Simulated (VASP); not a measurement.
Here is a VASP 6.6.1 calculation.

File INCAR:

```
ALGO     = Normal         # electronic algorithm
EDIFF    = 1E-7           # SCF threshold, eV
EDIFFG   = -0.08          # ionic threshold
ENCUT    = 500            # plane-wave cutoff, eV
GGA      = PE             # functional
GGA_COMPAT= F            
IBRION   = 2              # ionic algorithm
ISIF     = 3              # what is computed and relaxed
ISMEAR   = 0              # smearing method
LASPH    = T              # aspherical terms in the spheres
LCHARG   = F              # write CHGCAR
LREAL    = F              # projectors in reciprocal space
LWAVE    = F              # write WAVECAR
NELM     = 120            # most SCF steps
NELMIN   = 4            
NSW      = 36             # ionic steps
PREC     = Accurate       # precision mode
SIGMA    = 0.2            # smearing width, eV
```

KPOINTS

```
k-points
0
Gamma
  5 5 5
```

File POSCAR:

```
Si2Ge2Ir
1.0
   -1.9971337400      2.5975330400      4.0303755100
    1.9971337400     -2.5975330400      4.0303755100
    1.9971337400      2.5975330400     -4.0303755100
Si Ge Ir
2 2 1
Direct
    0.2941896500      0.7941896500      0.5000000000
    0.7058103500      0.2058103500      0.5000000000
    0.7141936600      0.5000000000      0.2141936600
    0.2858063400      0.5000000000      0.7858063400
    0.0000000000      0.0000000000      0.0000000000
```

Potentials or basis: VASP PAW PBE potentials, release 64 (Si, Ge_d, Ir).

Command:

```bash
$ cat potpaw_PBE.64/Si/POTCAR potpaw_PBE.64/Ge_d/POTCAR potpaw_PBE.64/Ir/POTCAR > POTCAR
$ mpirun -np 1 vasp_std > vasp.out
```

(1) Estimate the relaxed cell.

(2) What does it give for the relaxed volume?

Results:

(1) a = 5.519 Å, b = 5.519 Å, c = 5.519 Å, α = 149.29°, β = 94.14°, γ = 93.90°.

(2) 16.56 Å³/atom.
